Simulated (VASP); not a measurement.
Write the native input for VASP 6.6.1 that does the following.

```yaml
Task: single point
Functional: r2SCAN
Potentials_or_basis: VASP PAW PBE potentials, release 64 (Si, Ni)
Cutoff: 520 eV
k_mesh: 12 × 12 × 8
Occupations: gaussian, width 0.1 eV
Spin: no spin polarisation
Dipole_correction: no
Further_INCAR_settings: ALGO = Normal; EDIFF = 1e-06; NBANDS = 33
```

SiNi2:

```
Si Ni
1.0
     3.94694    0.00000    0.00000
    -1.97347    3.41815    0.00000
     0.00000    0.00000    4.86769
Si Ni
2 4
Direct
  0.33333 0.66667 0.75000
  0.66667 0.33333 0.25000
  0.00000 0.00000 0.00000
  0.00000 0.00000 0.50000
  0.33333 0.66667 0.25000
  0.66667 0.33333 0.75000
```

This cell differs from its parent crystal: biaxial strain in the a-b plane: +2.0 %.

The input as run:

POSCAR

```
SiNi2
1.0
    3.9469364133      0.0000000000      0.0000000000
   -1.9734682067      3.4181472010      0.0000000000
    0.0000000000      0.0000000000      4.8676894019
Si Ni
2 4
Direct
    0.3333333333      0.6666666667      0.7500000000
    0.6666666667      0.3333333333      0.2500000000
    0.0000000000      0.0000000000      0.0000000000
    0.0000000000      0.0000000000      0.5000000000
    0.3333333333      0.6666666667      0.2500000000
    0.6666666667      0.3333333333      0.7500000000
```

INCAR.step1

```
PREC = Accurate ; ENCUT = 520
ISMEAR = 0 ; SIGMA = 0.1
LREAL = F ; LASPH = T
NELM = 100 ; NBANDS = 33
GGA = PE ; ALGO = Normal
EDIFF = 1E-4 ; LWAVE = T
LCHARG = F
```

INCAR.step2

```
PREC = Accurate ; ENCUT = 520
EDIFF = 1E-6 ; ISMEAR = 0
SIGMA = 0.1 ; LREAL = F
LASPH = T ; NELM = 100
ALGO = Normal ; ISIF = 2
LWAVE = F ; LCHARG = F
METAGGA = R2SCAN ; LMIXTAU = T
NBANDS = 33 ; ISTART = 1
```

KPOINTS

```
Automatic mesh
0
Gamma
  12 12 8
```

Potentials or basis: VASP PAW PBE potentials, release 64 (Si, Ni).

Run with:

```console
$ cat potpaw_PBE.64/Si/POTCAR potpaw_PBE.64/Ni/POTCAR > POTCAR
$ cp INCAR.step1 INCAR
$ mpirun -np 1 vasp_std > vasp.out
$ cp INCAR.step2 INCAR
$ mpirun -np 1 vasp_std > vasp.out
```

It gave:

| Quantity | Value |
| --- | --- |
| Pressure | -6.1 GPa |
| Band gap on the k mesh | zero (bands 24 and 25 overlap by 3.35 eV) |

Caveat: the cell differs from its parent crystal (biaxial strain in the a-b plane: +2.0 %); the cell stands under tension; the PAW data sets were made with another functional, which shifts forces and pressure a little.

Wall time 21 min on 1 thread of Intel Xeon 8259CL, with other jobs on the host, peak memory 0.3 GiB.
